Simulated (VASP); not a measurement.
# CdSe (F-43m) in VASP: settings compared

The runs below take CdSe through single point, with PBE, LDA, r2SCAN.

All numbers are computed with VASP 6.6.1; they aren't measurements. Logs are shortened: lines on timing, memory, paths and dates and some standing lists are left out, and cuts for length are marked.

### 1 The cell of the first run

The structure is cubic, space group F-43m (No. 216). The conventional cell has a = 6.136 Å, b = 6.136 Å, c = 6.136 Å, α = 90.00°, β = 90.00°, γ = 90.00°. Within 3.5 Å of Cd (site symmetry -43m) lie 4 Se at 2.66 Å. Within 3.5 Å of Se (site symmetry -43m) lie 4 Cd at 2.66 Å.

### 2 Single point, PBE

The input, INCAR:

```
ALGO = Normal ; EDIFF = 1E-7
ENCUT = 520 ; GGA = PE
ISIF = 2 ; ISMEAR = 0
LASPH = T ; LCHARG = T
LELF = T ; LREAL = F
LVHAR = T ; LWAVE = F
NBANDS = 16 ; NELM = 60
PREC = Accurate ; SIGMA = 0.01
```

The input, KPOINTS:

```
k-points
0
Gamma
  4 4 4
```

The input, POSCAR:

```
CdSe
1.0
    0.0000000000      3.0678016971      3.0678016971
    3.0678016971      0.0000000000      3.0678016971
    3.0678016971      3.0678016971      0.0000000000
Cd Se
1 1
Direct
    0.0000000000      0.0000000000      0.0000000000
    0.7500000000      0.7500000000      0.7500000000
```

Potentials or basis: VASP PAW PBE potentials, release 64 (Cd, Se).

On the command line:

```sh
> cat potpaw_PBE.64/Cd/POTCAR potpaw_PBE.64/Se/POTCAR > POTCAR
> mpirun -np 1 vasp_std > vasp.out
```

OUTCAR:

```text
EDIFF = 1E-7
   ENCUT = 520
   GGA = PE
   ISIF = 2
   ISMEAR = 0
   LASPH = T
   LREAL = F
   NELM = 60
   PREC = Accurate

 ion  position               nearest neighbor table
   1  0.000  0.000  0.000-   2 2.66   2 2.66   2 2.66   2 2.66
   2  0.750  0.750  0.750-   1 2.66   1 2.66   1 2.66   1 2.66

  LATTYP: Found a face centered cubic cell.
 ALAT       =     6.1356033942

  Lattice vectors:

 A1 = (   0.0000000000,   3.0678016971,   3.0678016971)
 A2 = (   3.0678016971,   0.0000000000,   3.0678016971)
 A3 = (   3.0678016971,   3.0678016971,   0.0000000000)

Analysis of symmetry for initial positions (statically):
=====================================================================
 Subroutine PRICEL returns:
 Original cell was already a primitive cell.

 Routine SETGRP: Setting up the symmetry group for a
 face centered cubic supercell.

 Subroutine GETGRP returns: Found 24 space group operations
 (whereof 24 operations were pure point group operations)
 out of a pool of 48 trial point group operations.

The static configuration has the point symmetry T_d .

Analysis of symmetry for dynamics (positions and initial velocities):
=====================================================================
 Subroutine PRICEL returns:
 Original cell was already a primitive cell.

 Routine SETGRP: Setting up the symmetry group for a
 face centered cubic supercell.

 Subroutine GETGRP returns: Found 24 space group operations
 (whereof 24 operations were pure point group operations)
 out of a pool of 48 trial point group operations.

The dynamic configuration has the point symmetry T_d .

 Subroutine INISYM returns: Found 24 space group operations
 (whereof 24 operations are pure point group operations),
 and found     1 'primitive' translations

----------------------------------------------------------------------------------------

                                     Primitive cell

  volume of cell :      57.7447

  direct lattice vectors                    reciprocal lattice vectors
     0.000000000  3.067801697  3.067801697    -0.162983155  0.162983155  0.162983155
     3.067801697  0.000000000  3.067801697     0.162983155 -0.162983155  0.162983155
     3.067801697  3.067801697  0.000000000     0.162983155  0.162983155 -0.162983155

  length of vectors
     4.338526767  4.338526767  4.338526767     0.282295106  0.282295106  0.282295106
[... 61 lines left out ...]
   LASPH  =      T    aspherical Exc in radial PAW
   ENCUT  =  520.0 eV  38.22 Ry    6.18 a.u.   8.07  8.07  8.07*2*pi/ulx,y,z
   NELM   =     60;   NELMIN=  2; NELMDL= -5     # of ELM steps
   EDIFF  = 0.1E-06   stopping-criterion for ELM
   LREAL  =      F    real-space projection
   EDIFFG = 0.1E-05   stopping-criterion for IOM
   NSW    =      0    number of steps for IOM
   IBRION =     -1    ionic relax: 0-MD 1-quasi-New 2-CG
   NFREE  =      0    steps in history (QN), initial steepest desc. (CG)
   ISIF   =      2    stress and relaxation
   ISYM   =      2    0-nonsym 1-usesym 2-fastsym
   POTIM  = 0.5000    time-step for ionic-motion
   TEBEG  =    0.0;   TEEND  =   0.0 temperature during run
   PSTRESS=    0.0 pullay stress
   NELECT =      18.0000    total number of electrons
   NUPDOWN=      -1.0000    fix difference up-down
   EMIN   =  10.00;   EMAX   =-10.00  energy-range for DOS
   EFERMI =   0.00;   METHOD = LEGACY
   ISMEAR =     0;   SIGMA  =   0.01  broadening in eV -4-tet -1-fermi 0-gaus
   EFERMI_NEDOS =   21; number of points for ismear=-14 and -15
   IALGO  =     38    algorithm
   IMIX   =      4    mixing-type and parameters
     AMIX     =   0.40;   BMIX     =  1.00
     AMIX_MAG =   1.60;   BMIX_MAG =  1.00
  volume/ion in A,a.u.               =      28.87       194.84
  Fermi-wavevector in a.u.,A,eV,Ry     =   1.110014  2.097622 16.764156  1.232131
  Thomas-Fermi vector in A             =   2.246560
   LORBIT       =      0    0 simple, 1 ext, 2 COOP (PROOUT), +10 PAW based schemes
   GGA     = PE    functional components
   LHFCALC =     F    Hartree Fock is set to
   AEXX    =    0.0000 exact exchange contribution
   IVDW    =     0    specifies the selected vdW correction
   LEPSILON=     F    determine dielectric tensor
   LRPA    =     F    only Hartree local field effects (RPA)
 non-spin polarized calculation
 Gauss-broadening in eV      SIGMA  =   0.01
  energy-cutoff  :      520.00
  volume of cell :       57.74
 maximum number of plane-waves:      1588
   NGX = 17   NGY = 17   NGZ = 17

 number of electron      18.0000008 magnetization

 Free energy of the ion-electron system (eV)
  ---------------------------------------------------
  ext. energy  EPLUGINS =         0.00000000
  ---------------------------------------------------
  free energy    TOTEN  =        -5.44181612 eV

  energy without entropy =       -5.44181612  energy(sigma->0) =       -5.44181612

 E-fermi :   0.8214     XC(G=0):  -8.7546

 val. band max:        0.7656076873   @ k =   0.0000   0.0000   0.0000
 cond. band min:       1.3053384445   @ k =   0.0000   0.0000   0.0000
 fundamental gap:      0.5397307572
 Fermi energy:         0.8213534984

 k-point     1 :       0.0000    0.0000    0.0000
  band No.  band energies     occupation
      1     -11.6785      2.00000
      2      -7.1130      2.00000
      3      -7.1130      2.00000
      4      -7.1130      2.00000
      5      -6.7687      2.00000
      6      -6.7687      2.00000
[... 129 lines left out ...]
      3      -6.9361      2.00000
      4      -6.7998      2.00000
      5      -6.7635      2.00000
      6      -6.3140      2.00000
[... 8 lines left out ...]
     15      13.3247      0.00000
     16      13.7102      0.00000

------------------------ aborting loop because EDIFF is reached ----------------------------------------

  FORCE on cell =-STRESS in cart. coord.  units (eV):
  Direction    XX          YY          ZZ          XY          YZ          ZX
  --------------------------------------------------------------------------------------
  -------------------------------------------------------------------------------------
  Total        0.6763040      0.6763040      0.6763040      0.0000000      0.0000000     -0.0000000
  in kB       18.7646593     18.7646593     18.7646593      0.0000000      0.0000000     -0.0000000
  external PRESSURE =      18.7646593 kB  Pullay stress =       0.0000000 kB

 VOLUME and BASIS-vectors are now :
 -----------------------------------------------------------------------------
  energy-cutoff  :      520.00
  volume of cell :       57.74
      direct lattice vectors                 reciprocal lattice vectors
     0.000000000  3.067801697  3.067801697    -0.162983155  0.162983155  0.162983155
     3.067801697  0.000000000  3.067801697     0.162983155 -0.162983155  0.162983155
     3.067801697  3.067801697  0.000000000     0.162983155  0.162983155 -0.162983155

 POSITION                                       TOTAL-FORCE (eV/Angst)
 -----------------------------------------------------------------------------------
      0.00000      0.00000      0.00000         0.000000      0.000000      0.000000
      4.60170      4.60170      4.60170        -0.000000     -0.000000     -0.000000
 -----------------------------------------------------------------------------------
    total drift:                                0.000000      0.000000      0.000000

  FREE ENERGIE OF THE ION-ELECTRON SYSTEM (eV)
  ---------------------------------------------------
  free  energy   TOTEN  =        -5.4418161235 eV

  energy  without entropy=       -5.4418161235  energy(sigma->0) =       -5.44181612
```

stdout:

```text
POSCAR found type information on POSCAR CdSe
 POSCAR found :  2 types and       2 ions
 scaLAPACK will be used
 LDA part: xc-table for (Slater+PW92), standard interpolation
 POSCAR, INCAR and KPOINTS ok, starting setup
 FFT: planning ... GRIDC
 FFT: planning ... GRID_SOFT
 FFT: planning ... GRID
 WAVECAR not read
 entering main loop
```

It took 11 s on 1 thread of Intel Xeon 6975P-C, shared host; peak memory 0.17 GiB.

Results:

```
Free energy            : -5.4418 eV
Pressure               : 1.9 GPa
Band gap on the k mesh : 0.54 eV, direct
```

Levels at points of the mesh, in eV from the valence-band top:
```tsv
k point	band 5	band 6	band 7	band 8	band 9	band 10	band 11	band 12	band 13	band 14
(0.00, 0.00, 0.00)	-7.53	-7.53	0.00	0.00	0.00	0.54	5.91	5.91	5.91	9.67
(0.50, 0.00, 0.00)	-7.51	-7.26	-4.25	-0.71	-0.71	2.34	6.42	6.42	7.34	9.97
(0.50, 0.50, 0.00)	-7.48	-7.19	-3.98	-1.77	-1.77	3.17	3.72	8.99	10.05	10.05
```

Caveat: the k points lie up to 0.44 Å⁻¹ apart.

### 3 Single point, PBE

The input, INCAR:

```
SYSTEM = CdSe
PREC = Accurate ; ENCUT = 520
EDIFF = 1E-7 ; ISMEAR = 0
SIGMA = 0.01 ; LREAL = .False.
LASPH = .True. ; NELM = 80
ALGO = Normal ; ISIF = 2
LWAVE = .False. ; LCHARG = .False.
GGA = PE ; NBANDS = 16
```

The input, KPOINTS:

```
Automatic mesh
0
Gamma
  4 4 4
  0 0 0
```

POSCAR is that of step 2.

Potentials or basis: VASP PAW PBE potentials, release 64 (Cd, Se).

On the command line:

```sh
> cat potpaw_PBE.64/Cd/POTCAR potpaw_PBE.64/Se/POTCAR > POTCAR
> mpirun -np 1 vasp_std > vasp.out
```

Run time: 8.3 s. Hardware: 1 thread of Intel Xeon 6975P-C, shared host; peak memory 0.17 GiB.

The run converged. Its results:

| Property | Result |
| --- | --- |
| Free energy | -5.4418 eV |
| Pressure | 1.9 GPa |
| Band gap on the k mesh | 0.54 eV, direct |

Levels at points of the mesh, in eV from the valence-band top:
| k point | band 7 | band 8 | band 9 | band 10 | band 11 | band 12 |
| --- | --- | --- | --- | --- | --- | --- |
| (0.00, 0.00, 0.00) | 0.00 | 0.00 | 0.00 | 0.54 | 5.91 | 5.91 |
| (0.50, 0.00, 0.00) | -4.25 | -0.71 | -0.71 | 2.34 | 6.42 | 6.42 |
| (0.50, 0.50, 0.00) | -3.98 | -1.77 | -1.77 | 3.17 | 3.72 | 8.99 |

Caveat: the k points lie up to 0.44 Å⁻¹ apart.

### 4 Single point, LDA

The input, INCAR:

```
SYSTEM = CdSe
PREC = Accurate
ENCUT = 520
EDIFF = 1E-6
ISMEAR = 0
SIGMA = 0.01
LREAL = .FALSE.
LASPH = .TRUE.
NELM = 80
ALGO = Normal
ISIF = 2
LWAVE = .FALSE.
LCHARG = .FALSE.
NBANDS = 16
```

The input, KPOINTS:

```
Automatic mesh
0
G
  4 4 4
  0 0 0
```

POSCAR is that of step 3.

Potentials or basis: VASP PAW LDA potentials, release 64 (Cd, Se).

On the command line:

```sh
> cat potpaw_LDA.64/Cd/POTCAR potpaw_LDA.64/Se/POTCAR > POTCAR
> mpirun -np 1 vasp_std > vasp.out
```

Run time: 6.2 s. Hardware: 1 thread of Intel Xeon 6975P-C, shared host; peak memory 0.15 GiB.

Results (log left out):

```yaml
Free_energy: -6.6797 eV
Pressure: -2.6 GPa
Band_gap_on_the_k_mesh: 0.29 eV, direct
```

Levels at points of the mesh, in eV from the valence-band top:
```tsv
k point	band 6	band 7	band 8	band 9	band 10	band 11	band 12	band 13
(0.00, 0.00, 0.00)	-7.55	0.00	0.00	0.00	0.29	5.77	5.77	5.77
(0.50, 0.00, 0.00)	-7.27	-4.34	-0.73	-0.73	2.14	6.28	6.28	7.10
(0.50, 0.50, 0.00)	-7.21	-4.06	-1.80	-1.80	2.95	3.56	8.75	9.85
```

Caveat: the k points lie up to 0.44 Å⁻¹ apart.

### 5 Single point, r2SCAN

POSCAR is that of step 4.

The input, INCAR.step1:

```
ALGO = Normal ; EDIFF = 1E-4
ENCUT = 520 ; GGA = PE
ISMEAR = 0 ; LASPH = True
LCHARG = False ; LREAL = False
LWAVE = True ; NBANDS = 16
NELM = 60 ; PREC = Accurate
SIGMA = 0.01
```

The input, INCAR.step2:

```
ALGO = Normal ; EDIFF = 1E-6
ENCUT = 520 ; ISIF = 2
ISMEAR = 0 ; ISTART = 1
LASPH = True ; LCHARG = False
LMIXTAU = True ; LREAL = False
LWAVE = False ; METAGGA = R2SCAN
NBANDS = 16 ; NELM = 60
PREC = Accurate ; SIGMA = 0.01
```

The input, KPOINTS:

```
k-points
0
Gamma
  4 4 4
```

Potentials or basis: VASP PAW PBE potentials, release 64 (Cd, Se).

On the command line:

```sh
> cat potpaw_PBE.64/Cd/POTCAR potpaw_PBE.64/Se/POTCAR > POTCAR
> cp INCAR.step1 INCAR
> mpirun -np 1 vasp_std > vasp.out
> cp INCAR.step2 INCAR
> mpirun -np 1 vasp_std > vasp.out
```

Run time: 42 s. Hardware: 1 thread of Intel Xeon 6975P-C, shared host; peak memory 0.19 GiB.

Results (log left out):

```yaml
Free_energy: -35.8764 eV
Pressure: 0.4 GPa
Band_gap_on_the_k_mesh: 1.01 eV, direct
```

Levels at points of the mesh, in eV from the valence-band top:
```csv
k point,band 5,band 6,band 7,band 8,band 9,band 10,band 11,band 12,band 13,band 14
"(0.00, 0.00, 0.00)",-7.74,-7.74,0.00,0.00,0.00,1.01,6.46,6.46,6.46,10.18
"(0.50, 0.00, 0.00)",-7.71,-7.45,-4.28,-0.72,-0.72,2.81,6.90,6.90,7.73,10.48
"(0.50, 0.50, 0.00)",-7.68,-7.38,-3.97,-1.80,-1.80,3.48,4.11,9.55,10.79,10.79
```

Caveat: the k points lie up to 0.44 Å⁻¹ apart; the PAW data sets were made with another functional, which shifts forces and pressure a little.

### 6 Overview

| level | potentials or basis | gap on the mesh (eV) | pressure (GPa) |
| --- | --- | --- | --- |
| PBE | VASP PAW PBE potentials, release 64 (Cd, Se) | 0.54 | 1.9 |
| LDA | VASP PAW LDA potentials, release 64 (Cd, Se) | 0.29 | -2.6 |
| r2SCAN | VASP PAW PBE potentials, release 64 (Cd, Se) | 1.01 | 0.4 |

Alike in all rows: task single point; no spin polarisation; cell as given; k mesh 4 × 4 × 4; cutoff (eV) 520; smearing gaussian 0.01 eV.

Caveats: all runs use coarse meshes; the PAW data sets were made with another functional, which shifts forces and pressure a little (some runs).

Total energies depend on the potentials used, so only differences within one code and one set of settings carry meaning.
